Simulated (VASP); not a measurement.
# PbS (P6_3/mmc) in VASP: further runs

Runs on PbS. Level: PBE. Tasks: single point, relaxation of cell and atoms.

All numbers are computed with VASP 6.6.1; they aren't measurements. Logs are shortened: lines on timing, memory, paths and dates and some standing lists are left out, and cuts for length are marked.

## Step 1: The cell of the first run

Symmetry: P6_3/mmc, No. 194, hexagonal system. Conventional cell: a = 4.373 Å, b = 4.373 Å, c = 5.263 Å, α = 90.00°, β = 90.00°, γ = 120.00°. Within 3.3 Å of Pb (site symmetry -6m2) lie 5 S at 2.52 to 2.63 Å. S (site symmetry -6m2) has 5 Pb at 2.52 to 2.63 Å within 3.3 Å.

## Step 2: Single point, PBE

INCAR reads:

```
PREC     = Accurate       # precision mode
ENCUT    = 520            # plane-wave cutoff, eV
EDIFF    = 1E-6           # SCF threshold, eV
ISMEAR   = 0              # smearing method
SIGMA    = 0.1            # smearing width, eV
LREAL    = F              # projectors in reciprocal space
LASPH    = T              # aspherical terms in the spheres
NELM     = 80             # most SCF steps
ALGO     = Normal         # electronic algorithm
ISIF     = 2              # what is computed and relaxed
LWAVE    = F              # write WAVECAR
LCHARG   = F              # write CHGCAR
GGA      = PE             # functional
NBANDS   = 28             # bands
```

KPOINTS reads:

```
Automatic mesh
0
Gamma
  6 6 4
```

POSCAR reads:

```
PbS
1.0
    4.3726264300      0.0000000000      0.0000000000
   -2.1863132100      3.7868055700      0.0000000000
    0.0000000000      0.0000000000      5.2627638700
Pb S
2 2
Direct
    0.3333333300      0.6666666700      0.2500000000
    0.6666666700      0.3333333300      0.7500000000
    0.6666666700      0.3333333300      0.2500000000
    0.3333333300      0.6666666700      0.7500000000
```

Potentials or basis: VASP PAW PBE potentials, release 64 (Pb_d, S).

On the command line:

```sh
$ cat potpaw_PBE.64/Pb_d/POTCAR potpaw_PBE.64/S/POTCAR > POTCAR
$ mpirun -np 1 vasp_std > vasp.out
```

OUTCAR:

```text
PREC = Accurate
   ENCUT = 520
   EDIFF = 1E-6
   ISMEAR = 0
   LREAL = F
   LASPH = T
   NELM = 80
   ISIF = 2
   GGA = PE

 ion  position               nearest neighbor table
   1  0.333  0.667  0.250-   3 2.52   3 2.52   3 2.52   4 2.63   4 2.63   2 3.65   2 3.65   2 3.65
                             2 3.65   2 3.65   2 3.65
   2  0.667  0.333  0.750-   4 2.52   4 2.52   4 2.52   3 2.63   3 2.63   1 3.65   1 3.65   1 3.65
                             1 3.65   1 3.65   1 3.65
   3  0.667  0.333  0.250-   1 2.52   1 2.52   1 2.52   2 2.63   2 2.63
   4  0.333  0.667  0.750-   2 2.52   2 2.52   2 2.52   1 2.63   1 2.63

  LATTYP: Found a hexagonal cell.
 ALAT       =     4.3726264300
 C/A-ratio  =     1.2035704294

  Lattice vectors:

 A1 = (   4.3726264300,   0.0000000000,   0.0000000000)
 A2 = (  -2.1863132100,   3.7868055700,   0.0000000000)
 A3 = (   0.0000000000,   0.0000000000,   5.2627638700)

Analysis of symmetry for initial positions (statically):
=====================================================================
 Subroutine PRICEL returns:
 Original cell was already a primitive cell.

 Routine SETGRP: Setting up the symmetry group for a
 hexagonal supercell.

 Subroutine GETGRP returns: Found 24 space group operations
 (whereof 12 operations were pure point group operations)
 out of a pool of 24 trial point group operations.

The static configuration has the point symmetry D_3d.
 The point group associated with its full space group is D_6h.

Analysis of symmetry for dynamics (positions and initial velocities):
=====================================================================
 Subroutine PRICEL returns:
 Original cell was already a primitive cell.

 Routine SETGRP: Setting up the symmetry group for a
 hexagonal supercell.

 Subroutine GETGRP returns: Found 24 space group operations
 (whereof 12 operations were pure point group operations)
 out of a pool of 24 trial point group operations.

The dynamic configuration has the point symmetry D_3d.
 The point group associated with its full space group is D_6h.

 Subroutine INISYM returns: Found 24 space group operations
 (whereof 12 operations are pure point group operations),
 and found     1 'primitive' translations

----------------------------------------------------------------------------------------

                                     Primitive cell

  volume of cell :      87.1423

  direct lattice vectors                    reciprocal lattice vectors
     4.372626430  0.000000000  0.000000000     0.228695503  0.132037410  0.000000000
    -2.186313210  3.786805570  0.000000000     0.000000000  0.264074820  0.000000000
     0.000000000  0.000000000  5.262763870     0.000000000  0.000000000  0.190014225

  length of vectors
     4.372626430  4.372626428  5.262763870     0.264074820  0.264074820  0.190014225

  position of ions in fractional coordinates (direct lattice)
     0.333333330  0.666666670  0.250000000
     0.666666670  0.333333330  0.750000000
     0.666666670  0.333333330  0.250000000
     0.333333330  0.666666670  0.750000000

  ion indices of the primitive-cell ions
   primitive index   ion index
                 1           1
                 2           2
                 3           3
                 4           4

----------------------------------------------------------------------------------------

 KPOINTS: Automatic mesh

Automatic generation of k-mesh.
 Grid dimensions read from file:
 generate k-points for:    6    6    4

 Generating k-lattice:

  Cartesian coordinates                     Fractional coordinates (reciprocal lattice)
     0.038115917  0.022006235  0.000000000     0.166666667  0.000000000  0.000000000
     0.000000000  0.044012470  0.000000000     0.000000000  0.166666667  0.000000000
     0.000000000  0.000000000  0.047503556     0.000000000  0.000000000  0.250000000

  Length of vectors
     0.044012470  0.044012470  0.047503556

  Shift w.r.t. Gamma in fractional coordinates (k-lattice)
     0.000000000  0.000000000  0.000000000

 Subroutine IBZKPT returns following result:
 ===========================================

 Found     21 irreducible k-points:

 Following reciprocal coordinates:
            Coordinates               Weight
  0.000000  0.000000  0.000000      1.000000
  0.166667 -0.000000  0.000000      6.000000
  0.333333 -0.000000  0.000000      6.000000
  0.500000 -0.000000  0.000000      3.000000
  0.166667  0.166667  0.000000      6.000000
  0.333333  0.166667  0.000000     12.000000
[... 13 lines left out ...]
  0.333333  0.166667  0.500000     12.000000
  0.333333  0.333333  0.500000      2.000000
   k-points           NKPTS =     21   k-points in BZ     NKDIM =     21   number of bands    NBANDS=     28
   number of dos      NEDOS =    301   number of ions     NIONS =      4
   total plane-waves  NPLWV =  51840
   dimension x,y,z NGX =    36 NGY =   36 NGZ =   40
   dimension x,y,z NGXF=    72 NGYF=   72 NGZF=   80
   ions per type =               2   2
   NGX,Y,Z   is equivalent  to a cutoff of  13.69, 13.69, 12.64 a.u.
   NGXF,Y,Z  is equivalent  to a cutoff of  27.37, 27.37, 25.27 a.u.
 SYSTEM =  unknown system
   PREC   = accura    normal or accurate (medium, high low for compatibility)
   ISTART =      0    job   : 0-new  1-cont  2-samecut
   ICHARG =      2    charge: 1-file 2-atom 10-const
   ISPIN  =      1    spin polarized calculation?
   LNONCOLLINEAR =      F non collinear calculations
   LSORBIT =      F    spin-orbit coupling
   LASPH  =      T    aspherical Exc in radial PAW
   ENCUT  =  520.0 eV  38.22 Ry    6.18 a.u.   8.13  8.13  9.79*2*pi/ulx,y,z
   NELM   =     80;   NELMIN=  2; NELMDL= -5     # of ELM steps
   EDIFF  = 0.1E-05   stopping-criterion for ELM
   LREAL  =      F    real-space projection
[... 7 lines left out ...]
   TEBEG  =    0.0;   TEEND  =   0.0 temperature during run
   PSTRESS=    0.0 pullay stress
   NELECT =      40.0000    total number of electrons
   NUPDOWN=      -1.0000    fix difference up-down
   EMIN   =  10.00;   EMAX   =-10.00  energy-range for DOS
   EFERMI =   0.00;   METHOD = LEGACY
   ISMEAR =     0;   SIGMA  =   0.10  broadening in eV -4-tet -1-fermi 0-gaus
   EFERMI_NEDOS =   21; number of points for ismear=-14 and -15
   IALGO  =     38    algorithm
   IMIX   =      4    mixing-type and parameters
     AMIX     =   0.40;   BMIX     =  1.00
     AMIX_MAG =   1.60;   BMIX_MAG =  1.00
  volume/ion in A,a.u.               =      21.79       147.02
  Fermi-wavevector in a.u.,A,eV,Ry     =   1.262850  2.386440 21.698434  1.594790
  Thomas-Fermi vector in A             =   2.396237
   LORBIT       =      0    0 simple, 1 ext, 2 COOP (PROOUT), +10 PAW based schemes
   GGA     = PE    functional components
   LHFCALC =     F    Hartree Fock is set to
   AEXX    =    0.0000 exact exchange contribution
   IVDW    =     0    specifies the selected vdW correction
   LEPSILON=     F    determine dielectric tensor
   LRPA    =     F    only Hartree local field effects (RPA)
 non-spin polarized calculation
 Gauss-broadening in eV      SIGMA  =   0.10
  energy-cutoff  :      520.00
  volume of cell :       87.14
 maximum number of plane-waves:      2360
 NGX is ok and might be reduce to    36
   NGX = 17   NGY = 17   NGZ = 19

 number of electron      40.0000001 magnetization

 Free energy of the ion-electron system (eV)
  ---------------------------------------------------
  ext. energy  EPLUGINS =         0.00000000
  ---------------------------------------------------
  free energy    TOTEN  =       -13.27095680 eV

  energy without entropy =      -13.26448839  energy(sigma->0) =      -13.26772259

 E-fermi :   9.2963     XC(G=0): -10.2964

 val. band max:        8.5067376044   @ k =   0.3333   0.1667   0.5000
 cond. band min:       9.3516644266   @ k =   0.1667  -0.0000   0.0000
 fundamental gap:      0.8449268222
 Fermi energy:         9.2962953430

 k-point     1 :       0.0000    0.0000    0.0000
  band No.  band energies     occupation
      1      -9.4886      2.00000
      2      -8.8469      2.00000
      3      -8.8469      2.00000
      4      -8.8446      2.00000
      5      -8.8446      2.00000
      6      -8.7817      2.00000
[... 20 lines left out ...]
     27      14.4972      0.00000
     28      15.3158      0.00000

 k-point     2 :       0.1667   -0.0000    0.0000
  band No.  band energies     occupation
      1      -9.4717      2.00000
      2      -8.9815      2.00000
      3      -8.8390      2.00000
      4      -8.8263      2.00000
      5      -8.8133      2.00000
      6      -8.7918      2.00000
[... 20 lines left out ...]
     27      14.6119      0.00000
     28      14.8465      0.00000

 k-point     3 :       0.3333   -0.0000    0.0000
  band No.  band energies     occupation
      1      -9.4340      2.00000
      2      -9.1509      2.00000
      3      -8.8100      2.00000
      4      -8.8099      2.00000
      5      -8.7798      2.00000
      6      -8.7781      2.00000
[... 20 lines left out ...]
     27      14.5648      0.00000
     28      16.9910      0.00000

 k-point     4 :       0.5000   -0.0000    0.0000
  band No.  band energies     occupation
      1      -9.4079      2.00000
      2      -9.2252      2.00000
      3      -8.8183      2.00000
      4      -8.7941      2.00000
      5      -8.7786      2.00000
      6      -8.7383      2.00000
[... 20 lines left out ...]
     27      15.2631      0.00000
     28      16.4874      0.00000

 k-point     5 :       0.1667    0.1667    0.0000
  band No.  band energies     occupation
      1      -9.4421      2.00000
      2      -9.1146      2.00000
      3      -8.8188      2.00000
      4      -8.8112      2.00000
      5      -8.7889      2.00000
      6      -8.7785      2.00000
[... 20 lines left out ...]
     27      14.8558      0.00000
     28      17.1152      0.00000

 k-point     6 :       0.3333    0.1667    0.0000
  band No.  band energies     occupation
      1      -9.3954      2.00000
      2      -9.2326      2.00000
      3      -8.8307      2.00000
      4      -8.8068      2.00000
      5      -8.7560      2.00000
      6      -8.7443      2.00000
[... 370 lines left out ...]
      5      -8.8038      2.00000
      6      -8.8038      2.00000
[... 20 lines left out ...]
     27      15.9032      0.00000
     28      15.9032      0.00000

 k-point    19 :       0.1667    0.1667    0.5000
  band No.  band energies     occupation
      1      -9.0752      2.00000
      2      -9.0752      2.00000
      3      -8.8515      2.00000
      4      -8.8515      2.00000
      5      -8.8426      2.00000
      6      -8.8426      2.00000
[... 20 lines left out ...]
     27      16.3831      0.00000
     28      16.3833      0.00000

 k-point    20 :       0.3333    0.1667    0.5000
  band No.  band energies     occupation
      1      -9.0732      2.00000
      2      -9.0732      2.00000
      3      -8.8705      2.00000
      4      -8.8705      2.00000
      5      -8.8050      2.00000
      6      -8.8050      2.00000
[... 20 lines left out ...]
     27      15.7203      0.00000
     28      15.7203      0.00000

 k-point    21 :       0.3333    0.3333    0.5000
  band No.  band energies     occupation
      1      -9.0602      2.00000
      2      -9.0602      2.00000
      3      -8.8857      2.00000
      4      -8.8857      2.00000
      5      -8.7890      2.00000
      6      -8.7890      2.00000
[... 20 lines left out ...]
     27      15.1865      0.00000
     28      15.1865      0.00000

------------------------ aborting loop because EDIFF is reached ----------------------------------------

  FORCE on cell =-STRESS in cart. coord.  units (eV):
  Direction    XX          YY          ZZ          XY          YZ          ZX
  --------------------------------------------------------------------------------------
  -------------------------------------------------------------------------------------
  Total       20.8157932     20.8157932     22.8965664      0.0000000      0.0000000      0.0000000
  in kB      382.7139388    382.7139388    420.9705107      0.0000005      0.0000000      0.0000000
  external PRESSURE =     395.4661294 kB  Pullay stress =       0.0000000 kB

 VOLUME and BASIS-vectors are now :
 -----------------------------------------------------------------------------
  energy-cutoff  :      520.00
  volume of cell :       87.14
      direct lattice vectors                 reciprocal lattice vectors
     4.372626430  0.000000000  0.000000000     0.228695503  0.132037410  0.000000000
    -2.186313210  3.786805570  0.000000000     0.000000000  0.264074820  0.000000000
     0.000000000  0.000000000  5.262763870     0.000000000  0.000000000  0.190014225

 POSITION                                       TOTAL-FORCE (eV/Angst)
 -----------------------------------------------------------------------------------
     -0.00000      2.52454      1.31569        -0.000000     -0.000000      0.000000
      2.18631      1.26227      3.94707         0.000000      0.000000      0.000000
      2.18631      1.26227      1.31569        -0.000000     -0.000000      0.000000
     -0.00000      2.52454      3.94707         0.000000      0.000000      0.000000
 -----------------------------------------------------------------------------------
    total drift:                               -0.000001      0.000000     -0.000000

  FREE ENERGIE OF THE ION-ELECTRON SYSTEM (eV)
  ---------------------------------------------------
  free  energy   TOTEN  =       -13.2709567957 eV

  energy  without entropy=      -13.2644883861  energy(sigma->0) =      -13.26772259
```

It took 20 s on 1 thread of Intel Xeon 6975P-C (Granite Rapids), shared host; peak memory 0.23 GiB.

Results:

| Property | Result |
| --- | --- |
| Free energy | -13.2710 eV |
| Pressure | 39.5 GPa |
| Band gap on the k mesh | zero (band 20 reaches 9.40 eV, above the bottom of band 21 at 9.35 eV) |

Levels at points of the mesh, in eV from the Fermi level:
```tsv
k point	band 17	band 18	band 19	band 20	band 21	band 22	band 23	band 24
(0.00, 0.00, 0.00)	-5.22	-4.34	-4.03	-4.03	0.42	0.42	2.72	2.72
(0.50, 0.00, 0.00)	-5.84	-4.80	-4.04	-1.42	2.67	2.85	2.98	4.16
(0.00, 0.00, 0.50)	-4.93	-4.93	-2.50	-2.50	0.77	0.77	0.77	0.77
(0.50, 0.00, 0.50)	-4.12	-4.12	-1.33	-1.33	0.55	0.55	2.95	2.95
```

Caveat: spin-orbit coupling is left out, which moves the levels of the heavy elements.

(Part 1 of 3 ends here.)
